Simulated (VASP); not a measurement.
Write the native input for VASP 6.6.1 that does the following.

```yaml
Task: relaxation of cell and atoms
Functional: PBE
Potentials_or_basis: VASP PAW PBE potentials, release 64 (Ag, I)
Cutoff: 500 eV
k_mesh: 8 × 8 × 8
Occupations: gaussian, width 0.01 eV
Spin: no spin polarisation
Dipole_correction: no
Further_INCAR_settings: ALGO = Normal; EDIFF = 1e-07; IBRION = 2; EDIFFG = -0.001; NSW = 80; ISIF = 3
```

The structure of AgI lies in POSCAR:

```
AgI
1.0
   -2.3424442888      2.3424442888      3.3169320040
    2.3424442888     -2.3424442888      3.3169320040
    2.3424442888      2.3424442888     -3.3169320040
Ag I
1 1
Direct
    0.2500000000      0.7500000000      0.5000000000
    0.0000000000      0.0000000000      0.0000000000
```

These files were run (other wordings do the same):

INCAR

```
ALGO     = Normal         # electronic algorithm
EDIFF    = 1E-7           # SCF threshold, eV
EDIFFG   = -0.001         # ionic threshold
ENCUT    = 500            # plane-wave cutoff, eV
GGA      = PE             # functional
GGA_COMPAT= False        
IBRION   = 2              # ionic algorithm
ISIF     = 3              # what is computed and relaxed
ISMEAR   = 0              # smearing method
LASPH    = True           # aspherical terms in the spheres
LCHARG   = False          # write CHGCAR
LREAL    = False          # projectors in reciprocal space
LWAVE    = False          # write WAVECAR
NELM     = 120            # most SCF steps
NELMIN   = 4            
NSW      = 80             # ionic steps
PREC     = Accurate       # precision mode
SIGMA    = 0.01           # smearing width, eV
```

KPOINTS

```
k-points
0
Gamma
  8 8 8
```

Potentials or basis: VASP PAW PBE potentials, release 64 (Ag, I).

Run with:

```console
$ cat potpaw_PBE.64/Ag/POTCAR potpaw_PBE.64/I/POTCAR > POTCAR
$ mpirun -np 1 vasp_std > vasp.out
```

It gave:

| Item | Value |
| --- | --- |
| Relaxed volume | 36.33 Å³/atom |
| Relaxed cell | a = 4.685 Å, b = 4.685 Å, c = 4.685 Å, α = 120.04°, β = 120.04°, γ = 89.93° |
| Space group after relaxing (to 0.05 Å) | F-43m (No. 216) |
| Energy gained by relaxing | 0.0 meV/atom |
| Ionic steps | 6 |
| Pressure after relaxing | 0.0 GPa |
| Band gap on the k mesh | 1.34 eV, direct |

Caveat: spin-orbit coupling is left out, which moves the levels of the heavy elements.

Run time: 2.2 min on 1 thread of Intel(R) Xeon(R) Platinum 8488C (Sapphire Rapids), with other jobs on the host, peak memory 0.24 GiB.
